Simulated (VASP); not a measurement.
# Mn3RhPb (Pm-3m) in VASP: a series of runs

The runs below take Mn3RhPb through single point, with PBE, LDA, PBE+U.

Everything below comes from runs of VASP 6.6.1. Logs are shortened: lines on timing, memory, paths and dates and some standing lists are left out, and cuts for length are marked.

### Step 1. The cell of the first run

It takes space group Pm-3m (No. 221, cubic). Conventional cell: a = 4.440 Å, b = 4.440 Å, c = 4.440 Å, α = 90.00°, β = 90.00°, γ = 90.00°. Pb (site symmetry m-3m) has 12 Mn at 3.14 Å and 8 Rh at 3.85 Å within 4.1 Å. Rh (site symmetry m-3m) has 6 Mn at 2.22 Å within 2.9 Å. Mn (site symmetry 4/mmm) has 2 Rh at 2.22 Å within 2.9 Å.

### Step 2. Single point, PBE

Input file INCAR:

```
ALGO = Normal
EDIFF = 1E-6
ENCUT = 500
GGA = PE
GGA_COMPAT = F
ISIF = 2
ISMEAR = 1
LASPH = T
LCHARG = T
LELF = T
LREAL = F
LVHAR = T
LWAVE = F
NBANDS = 42
NELM = 120
PREC = Accurate
SIGMA = 0.0214
```

Input file KPOINTS:

```
k-points
0
Gamma
  4 4 4
```

Input file POSCAR:

```
Mn3RhPb
1.0
    4.4398360000      0.0000000000      0.0000000000
    0.0000000000      4.4398360000      0.0000000000
    0.0000000000      0.0000000000      4.4398360000
Pb Rh Mn
1 1 3
Direct
    0.0000000000      0.0000000000      0.0000000000
    0.5000000000      0.5000000000      0.5000000000
    0.0000000000      0.5000000000      0.5000000000
    0.5000000000      0.0000000000      0.5000000000
    0.5000000000      0.5000000000      0.0000000000
```

Potentials or basis: VASP PAW PBE potentials, release 64 (Pb_d, Rh_pv, Mn_pv).

The run is started by

```bash
> cat potpaw_PBE.64/Pb_d/POTCAR potpaw_PBE.64/Rh_pv/POTCAR potpaw_PBE.64/Mn_pv/POTCAR > POTCAR
> mpirun -np 1 vasp_std > vasp.out
```

OUTCAR:

```text
EDIFF = 1E-6
   ENCUT = 500
   GGA = PE
   ISIF = 2
   ISMEAR = 1
   LASPH = T
   LREAL = F
   NELM = 120
   PREC = Accurate

 ion  position               nearest neighbor table
   1  0.000  0.000  0.000-   3 3.14   4 3.14   5 3.14   3 3.14   4 3.14   3 3.14   5 3.14   3 3.14
                             4 3.14   5 3.14   4 3.14   5 3.14
   2  0.500  0.500  0.500-   3 2.22   4 2.22   5 2.22   5 2.22   4 2.22   3 2.22
   3  0.000  0.500  0.500-   2 2.22   2 2.22   4 3.14   5 3.14   1 3.14   5 3.14   1 3.14   4 3.14
                             1 3.14   1 3.14   4 3.14   5 3.14   5 3.14   4 3.14
   4  0.500  0.000  0.500-   2 2.22   2 2.22   3 3.14   5 3.14   1 3.14   5 3.14   1 3.14   3 3.14
                             5 3.14   5 3.14   1 3.14   3 3.14   1 3.14   3 3.14
   5  0.500  0.500  0.000-   2 2.22   2 2.22   3 3.14   4 3.14   1 3.14   3 3.14   4 3.14   1 3.14
                             4 3.14   4 3.14   1 3.14   3 3.14   3 3.14   1 3.14

  LATTYP: Found a simple cubic cell.
 ALAT       =     4.4398360000

  Lattice vectors:

 A1 = (   4.4398360000,   0.0000000000,   0.0000000000)
 A2 = (   0.0000000000,   4.4398360000,   0.0000000000)
 A3 = (   0.0000000000,   0.0000000000,   4.4398360000)

Analysis of symmetry for initial positions (statically):
=====================================================================
 Subroutine PRICEL returns:
 Original cell was already a primitive cell.

 Routine SETGRP: Setting up the symmetry group for a
 simple cubic supercell.

 Subroutine GETGRP returns: Found 48 space group operations
 (whereof 48 operations were pure point group operations)
 out of a pool of 48 trial point group operations.

The static configuration has the point symmetry O_h .

Analysis of symmetry for dynamics (positions and initial velocities):
=====================================================================
 Subroutine PRICEL returns:
 Original cell was already a primitive cell.

 Routine SETGRP: Setting up the symmetry group for a
 simple cubic supercell.

 Subroutine GETGRP returns: Found 48 space group operations
 (whereof 48 operations were pure point group operations)
 out of a pool of 48 trial point group operations.

The dynamic configuration has the point symmetry O_h .

 Subroutine INISYM returns: Found 48 space group operations
 (whereof 48 operations are pure point group operations),
 and found     1 'primitive' translations

----------------------------------------------------------------------------------------

                                     Primitive cell

  volume of cell :      87.5187

  direct lattice vectors                    reciprocal lattice vectors
     4.439836000  0.000000000  0.000000000     0.225233545  0.000000000  0.000000000
     0.000000000  4.439836000  0.000000000     0.000000000  0.225233545  0.000000000
     0.000000000  0.000000000  4.439836000     0.000000000  0.000000000  0.225233545

  length of vectors
     4.439836000  4.439836000  4.439836000     0.225233545  0.225233545  0.225233545

  position of ions in fractional coordinates (direct lattice)
     0.000000000  0.000000000  0.000000000
     0.500000000  0.500000000  0.500000000
     0.000000000  0.500000000  0.500000000
     0.500000000  0.000000000  0.500000000
     0.500000000  0.500000000  0.000000000

  ion indices of the primitive-cell ions
   primitive index   ion index
                 1           1
                 2           2
                 3           3
                 4           4
                 5           5

----------------------------------------------------------------------------------------

 KPOINTS: k-points

Automatic generation of k-mesh.
 Grid dimensions read from file:
 generate k-points for:    4    4    4

 Generating k-lattice:

  Cartesian coordinates                     Fractional coordinates (reciprocal lattice)
     0.056308386  0.000000000  0.000000000     0.250000000  0.000000000  0.000000000
     0.000000000  0.056308386  0.000000000     0.000000000  0.250000000  0.000000000
     0.000000000  0.000000000  0.056308386     0.000000000  0.000000000  0.250000000

  Length of vectors
     0.056308386  0.056308386  0.056308386

  Shift w.r.t. Gamma in fractional coordinates (k-lattice)
     0.000000000  0.000000000  0.000000000

 Subroutine IBZKPT returns following result:
 ===========================================

 Found     10 irreducible k-points:

 Following reciprocal coordinates:
            Coordinates               Weight
  0.000000  0.000000  0.000000      1.000000
  0.250000  0.000000  0.000000      6.000000
  0.500000  0.000000  0.000000      3.000000
  0.250000  0.250000  0.000000     12.000000
  0.500000  0.250000  0.000000     12.000000
  0.500000  0.500000  0.000000      3.000000
  0.250000  0.250000  0.250000      8.000000
  0.500000  0.250000  0.250000     12.000000
  0.500000  0.500000  0.250000      6.000000
  0.500000  0.500000  0.500000      1.000000
   k-points           NKPTS =     10   k-points in BZ     NKDIM =     10   number of bands    NBANDS=     42
   number of dos      NEDOS =    301   number of ions     NIONS =      5
   total plane-waves  NPLWV =  32768
   dimension x,y,z NGX =    32 NGY =   32 NGZ =   32
   dimension x,y,z NGXF=    64 NGYF=   64 NGZF=   64
   ions per type =               1   1   3
   NGX,Y,Z   is equivalent  to a cutoff of  11.98, 11.98, 11.98 a.u.
   NGXF,Y,Z  is equivalent  to a cutoff of  23.96, 23.96, 23.96 a.u.
 SYSTEM =  unknown system
   PREC   = accura    normal or accurate (medium, high low for compatibility)
   ISTART =      0    job   : 0-new  1-cont  2-samecut
   ICHARG =      2    charge: 1-file 2-atom 10-const
   ISPIN  =      1    spin polarized calculation?
   LNONCOLLINEAR =      F non collinear calculations
   LSORBIT =      F    spin-orbit coupling
   LASPH  =      T    aspherical Exc in radial PAW
   ENCUT  =  500.0 eV  36.75 Ry    6.06 a.u.   8.09  8.09  8.09*2*pi/ulx,y,z
   NELM   =    120;   NELMIN=  2; NELMDL= -5     # of ELM steps
   EDIFF  = 0.1E-05   stopping-criterion for ELM
   LREAL  =      F    real-space projection
   EDIFFG = 0.1E-04   stopping-criterion for IOM
   NSW    =      0    number of steps for IOM
   IBRION =     -1    ionic relax: 0-MD 1-quasi-New 2-CG
   NFREE  =      0    steps in history (QN), initial steepest desc. (CG)
   ISIF   =      2    stress and relaxation
   ISYM   =      2    0-nonsym 1-usesym 2-fastsym
   POTIM  = 0.5000    time-step for ionic-motion
   TEBEG  =    0.0;   TEEND  =   0.0 temperature during run
   PSTRESS=    0.0 pullay stress
   NELECT =      68.0000    total number of electrons
   NUPDOWN=      -1.0000    fix difference up-down
   EMIN   =  10.00;   EMAX   =-10.00  energy-range for DOS
   EFERMI =   0.00;   METHOD = LEGACY
   ISMEAR =     1;   SIGMA  =   0.02  broadening in eV -4-tet -1-fermi 0-gaus
   EFERMI_NEDOS =   21; number of points for ismear=-14 and -15
   IALGO  =     38    algorithm
   IMIX   =      4    mixing-type and parameters
     AMIX     =   0.40;   BMIX     =  1.00
     AMIX_MAG =   1.60;   BMIX_MAG =  1.00
  volume/ion in A,a.u.               =      17.50       118.12
  Fermi-wavevector in a.u.,A,eV,Ry     =   1.505027  2.844088 30.818630  2.265105
  Thomas-Fermi vector in A             =   2.615929
   LORBIT       =      0    0 simple, 1 ext, 2 COOP (PROOUT), +10 PAW based schemes
   GGA     = PE    functional components
   LHFCALC =     F    Hartree Fock is set to
   AEXX    =    0.0000 exact exchange contribution
   IVDW    =     0    specifies the selected vdW correction
   LEPSILON=     F    determine dielectric tensor
   LRPA    =     F    only Hartree local field effects (RPA)
 non-spin polarized calculation
 Methfessel and Paxton  Order N= 1 SIGMA  =   0.02
  energy-cutoff  :      500.00
  volume of cell :       87.52
 maximum number of plane-waves:      2272
   NGX = 17   NGY = 17   NGZ = 17

 number of electron      67.9999858 magnetization

 Free energy of the ion-electron system (eV)
  ---------------------------------------------------
  ext. energy  EPLUGINS =         0.00000000
  ---------------------------------------------------
  free energy    TOTEN  =       -30.30632608 eV

  energy without entropy =      -30.30632079  energy(sigma->0) =      -30.30632432

 E-fermi :   7.9534     XC(G=0): -11.7524

 val. band max:        7.9486777682   @ k =   0.5000   0.5000   0.2500
 cond. band min:       7.9621265430   @ k =   0.5000   0.2500   0.2500
 fundamental gap:      0.0134487748
 Fermi energy:         7.9533580982

 k-point     1 :       0.0000    0.0000    0.0000
  band No.  band energies     occupation
      1     -40.8310      2.00000
      2     -40.8310      2.00000
      3     -40.8310      2.00000
      4     -39.7723      2.00000
      5     -39.7723      2.00000
      6     -39.7723      2.00000
[... 34 lines left out ...]
     41       9.4831      0.00000
     42       9.4831      0.00000

 k-point     2 :       0.2500    0.0000    0.0000
  band No.  band energies     occupation
      1     -40.8291      2.00000
      2     -40.8291      2.00000
      3     -40.6316      2.00000
      4     -39.7874      2.00000
      5     -39.7697      2.00000
      6     -39.7697      2.00000
[... 34 lines left out ...]
     41       9.3601      0.00000
     42       9.4025      0.00000

 k-point     3 :       0.5000    0.0000    0.0000
  band No.  band energies     occupation
      1     -40.8272      2.00000
      2     -40.8272      2.00000
      3     -40.2780      2.00000
      4     -39.9298      2.00000
      5     -39.7659      2.00000
      6     -39.7659      2.00000
[... 34 lines left out ...]
     41      10.6810      0.00000
     42      10.6810      0.00000

 k-point     4 :       0.2500    0.2500    0.0000
  band No.  band energies     occupation
      1     -40.8272      2.00000
      2     -40.6335      2.00000
      3     -40.6259      2.00000
      4     -39.7860      2.00000
      5     -39.7787      2.00000
      6     -39.7675      2.00000
[... 214 lines left out ...]
     41       9.0803      0.00000
     42       9.3266      0.00000

 k-point     9 :       0.5000    0.5000    0.2500
  band No.  band energies     occupation
      1     -40.6242      2.00000
      2     -40.2891      2.00000
      3     -40.2665      2.00000
      4     -39.8685      2.00000
      5     -39.8685      2.00000
      6     -39.7819      2.00000
[... 34 lines left out ...]
     41       8.4312      0.00000
     42       9.4483      0.00000

 k-point    10 :       0.5000    0.5000    0.5000
  band No.  band energies     occupation
      1     -40.3008      2.00000
      2     -40.2666      2.00000
      3     -40.2666      2.00000
      4     -39.8283      2.00000
      5     -39.8283      2.00000
      6     -39.8283      2.00000
[... 34 lines left out ...]
     41       8.2608     -0.00000
     42       8.2608     -0.00000

------------------------ aborting loop because EDIFF is reached ----------------------------------------

  FORCE on cell =-STRESS in cart. coord.  units (eV):
  Direction    XX          YY          ZZ          XY          YZ          ZX
  --------------------------------------------------------------------------------------
  -------------------------------------------------------------------------------------
  Total        2.1409540      2.1409540      2.1409540      0.0000000      0.0000000     -0.0000000
  in kB       39.1937778     39.1937778     39.1937778      0.0000000      0.0000000     -0.0000000
  external PRESSURE =      39.1937778 kB  Pullay stress =       0.0000000 kB

 VOLUME and BASIS-vectors are now :
 -----------------------------------------------------------------------------
  energy-cutoff  :      500.00
  volume of cell :       87.52
      direct lattice vectors                 reciprocal lattice vectors
     4.439836000  0.000000000  0.000000000     0.225233545  0.000000000  0.000000000
     0.000000000  4.439836000  0.000000000     0.000000000  0.225233545  0.000000000
     0.000000000  0.000000000  4.439836000     0.000000000  0.000000000  0.225233545

 POSITION                                       TOTAL-FORCE (eV/Angst)
 -----------------------------------------------------------------------------------
      0.00000      0.00000      0.00000         0.000000      0.000000      0.000000
      2.21992      2.21992      2.21992         0.000000      0.000000      0.000000
      0.00000      2.21992      2.21992         0.000000      0.000000      0.000000
      2.21992      0.00000      2.21992         0.000000      0.000000      0.000000
      2.21992      2.21992      0.00000         0.000000      0.000000      0.000000
 -----------------------------------------------------------------------------------
    total drift:                                0.000000     -0.000000     -0.000000

  FREE ENERGIE OF THE ION-ELECTRON SYSTEM (eV)
  ---------------------------------------------------
  free  energy   TOTEN  =       -30.3063260792 eV

  energy  without entropy=      -30.3063207906  energy(sigma->0) =      -30.30632432
```

It took 23 s on 1 thread of Intel Xeon Platinum 8375C at 2.90GHz (Ice Lake), shared host; peak memory 0.19 GiB.

What came out:

```yaml
Free_energy: -30.3063 eV
Pressure: 3.9 GPa
Band_gap_on_the_k_mesh: zero (bands 34 and 35 overlap by 1.11 eV)
```

Levels at points of the mesh, in eV from the Fermi level:
| k point | band 31 | band 32 | band 33 | band 34 | band 35 | band 36 | band 37 | band 38 |
| --- | --- | --- | --- | --- | --- | --- | --- | --- |
| (0.00, 0.00, 0.00) | -0.25 | -0.25 | 0.22 | 0.22 | 0.22 | 0.53 | 0.53 | 1.09 |
| (0.50, 0.00, 0.00) | -0.89 | -0.37 | -0.14 | -0.08 | 0.22 | 0.71 | 0.71 | 0.87 |
| (0.50, 0.50, 0.00) | -0.76 | -0.76 | -0.50 | -0.13 | 0.03 | 0.04 | 0.31 | 0.58 |
| (0.50, 0.50, 0.50) | -0.83 | -0.83 | -0.83 | -0.79 | -0.79 | -0.79 | 0.04 | 0.04 |

Caveat: the cell stands under pressure; spin-orbit coupling is left out, which moves the levels of the heavy elements; the run has no spin polarisation, though such a crystal can be magnetic. Spin polarisation is off, so any magnetic state and its effect on volume and gap are missing.

### Step 3. Single point, LDA

Input file INCAR:

```
SYSTEM = Mn3RhPb
PREC = Accurate ; ENCUT = 500
EDIFF = 1E-6 ; ISMEAR = 1
SIGMA = 0.0214 ; LREAL = .False.
LASPH = .True. ; NELM = 120
ALGO = Normal ; ISIF = 2
LWAVE = .False. ; LCHARG = .False.
NBANDS = 42 ; GGA_COMPAT = .False.
```

Input file KPOINTS:

```
Automatic mesh
0
Gamma
  4 4 4
  0 0 0
```

POSCAR is that of step 2.

Potentials or basis: VASP PAW LDA potentials, release 64 (Pb_d, Rh_pv, Mn_pv).

The run is started by

```bash
> cat potpaw_LDA.64/Pb_d/POTCAR potpaw_LDA.64/Rh_pv/POTCAR potpaw_LDA.64/Mn_pv/POTCAR > POTCAR
> mpirun -np 1 vasp_std > vasp.out
```

OUTCAR:

```text
SYSTEM = Mn3RhPb
   PREC = Accurate
   ENCUT = 500
   EDIFF = 1E-6
   ISMEAR = 1
   LREAL = .False.
   LASPH = .True.
   NELM = 120
   ISIF = 2

 ion  position               nearest neighbor table
   1  0.000  0.000  0.000-   3 3.14   4 3.14   5 3.14   3 3.14   4 3.14   3 3.14   5 3.14   3 3.14
                             4 3.14   5 3.14   4 3.14   5 3.14
   2  0.500  0.500  0.500-   3 2.22   4 2.22   5 2.22   5 2.22   4 2.22   3 2.22
   3  0.000  0.500  0.500-   2 2.22   2 2.22   4 3.14   5 3.14   1 3.14   5 3.14   1 3.14   4 3.14
                             1 3.14   1 3.14   4 3.14   5 3.14   5 3.14   4 3.14
   4  0.500  0.000  0.500-   2 2.22   2 2.22   3 3.14   5 3.14   1 3.14   5 3.14   1 3.14   3 3.14
                             5 3.14   5 3.14   1 3.14   3 3.14   1 3.14   3 3.14
   5  0.500  0.500  0.000-   2 2.22   2 2.22   3 3.14   4 3.14   1 3.14   3 3.14   4 3.14   1 3.14
[... 639 lines left out ...]
  Total       -3.0105145     -3.0105145     -3.0105145     -0.0000000     -0.0000000     -0.0000000
  in kB      -55.1125515    -55.1125515    -55.1125515     -0.0000000     -0.0000000     -0.0000000
  external PRESSURE =     -55.1125515 kB  Pullay stress =       0.0000000 kB

 VOLUME and BASIS-vectors are now :
 -----------------------------------------------------------------------------
  energy-cutoff  :      500.00
  volume of cell :       87.52
      direct lattice vectors                 reciprocal lattice vectors
     4.439836000  0.000000000  0.000000000     0.225233545  0.000000000  0.000000000
     0.000000000  4.439836000  0.000000000     0.000000000  0.225233545  0.000000000
     0.000000000  0.000000000  4.439836000     0.000000000  0.000000000  0.225233545

 POSITION                                       TOTAL-FORCE (eV/Angst)
 -----------------------------------------------------------------------------------
      0.00000      0.00000      0.00000         0.000000      0.000000      0.000000
      2.21992      2.21992      2.21992         0.000000      0.000000      0.000000
      0.00000      2.21992      2.21992         0.000000      0.000000      0.000000
      2.21992      0.00000      2.21992         0.000000      0.000000      0.000000
      2.21992      2.21992      0.00000         0.000000      0.000000      0.000000
 -----------------------------------------------------------------------------------
    total drift:                                0.000000     -0.000000     -0.000000

  FREE ENERGIE OF THE ION-ELECTRON SYSTEM (eV)
  ---------------------------------------------------
  free  energy   TOTEN  =       -35.3835024502 eV

  energy  without entropy=      -35.3829614127  energy(sigma->0) =      -35.38332210
```

OSZICAR:

```text
N       E                     dE             d eps       ncg     rms          rms(c)
DAV:   1     0.897353729306E+03    0.89735E+03   -0.37910E+04   840   0.203E+03
DAV:   2     0.358810528838E+02   -0.86147E+03   -0.83746E+03   850   0.596E+02
DAV:   3    -0.358932094663E+02   -0.71774E+02   -0.67543E+02   978   0.188E+02
DAV:   4    -0.394904294597E+02   -0.35972E+01   -0.34190E+01  1030   0.398E+01
DAV:   5    -0.396728712620E+02   -0.18244E+00   -0.18003E+00  1102   0.909E+00    0.229E+01
DAV:   6    -0.478095784419E+02   -0.81367E+01   -0.96724E+01   982   0.759E+01    0.412E+01
DAV:   7    -0.359915303353E+02    0.11818E+02   -0.91605E+01   940   0.539E+01    0.588E+00
DAV:   8    -0.355184108074E+02    0.47312E+00   -0.31959E+00   940   0.124E+01    0.356E+00
DAV:   9    -0.353902980102E+02    0.12811E+00   -0.53273E-01   992   0.526E+00    0.109E+00
DAV:  10    -0.353867824361E+02    0.35156E-02   -0.47737E-02  1022   0.204E+00    0.613E-01
DAV:  11    -0.353837578625E+02    0.30246E-02   -0.48627E-03  1004   0.568E-01    0.229E-01
DAV:  12    -0.353835510308E+02    0.20683E-03   -0.10429E-03   948   0.252E-01    0.104E-01
DAV:  13    -0.353835153637E+02    0.35667E-04   -0.19158E-04   926   0.126E-01    0.413E-02
DAV:  14    -0.353835032050E+02    0.12159E-04   -0.19591E-05   928   0.437E-02    0.689E-03
DAV:  15    -0.353835024502E+02    0.75482E-06   -0.15953E-06   566   0.120E-02
   1 F= -.35383502E+02 E0= -.35383322E+02  d E =-.541038E-03
```

stdout:

```text
POSCAR found type information on POSCAR PbRhMn
 POSCAR found :  3 types and       5 ions
 scaLAPACK will be used
 LDA part: xc-table for (Slater(with rela. corr.)+CA(PZ))
 , standard interpolation
 POSCAR, INCAR and KPOINTS ok, starting setup
 FFT: planning ... GRIDC
 FFT: planning ... GRID_SOFT
 FFT: planning ... GRID
 WAVECAR not read
 entering main loop
```

It took 20 s on 1 thread of Intel Xeon Platinum 8375C at 2.90GHz (Ice Lake), shared host; peak memory 0.17 GiB.

What came out:

| Item | Value |
| --- | --- |
| Free energy | -35.3835 eV |
| Pressure | -5.5 GPa |
| Band gap on the k mesh | zero (bands 34 and 35 overlap by 1.07 eV) |

Levels at points of the mesh, in eV from the Fermi level:
| k point | band 32 | band 33 | band 34 | band 35 | band 36 | band 37 |
| --- | --- | --- | --- | --- | --- | --- |
| (0.00, 0.00, 0.00) | -0.24 | 0.18 | 0.18 | 0.18 | 0.50 | 0.51 |
| (0.50, 0.00, 0.00) | -0.36 | -0.16 | -0.10 | 0.19 | 0.70 | 0.70 |
| (0.50, 0.50, 0.00) | -0.77 | -0.54 | -0.15 | 0.03 | 0.05 | 0.31 |
| (0.50, 0.50, 0.50) | -0.83 | -0.83 | -0.77 | -0.77 | -0.77 | 0.04 |

Caveat: the cell stands under tension; spin-orbit coupling is left out, which moves the levels of the heavy elements; the run has no spin polarisation, though such a crystal can be magnetic. Spin polarisation is off, so any magnetic state and its effect on volume and gap are missing.

(Part 1 of 2 ends here.)

The gap in the log of VASP goes by the Fermi energy; the results here count the filled bands.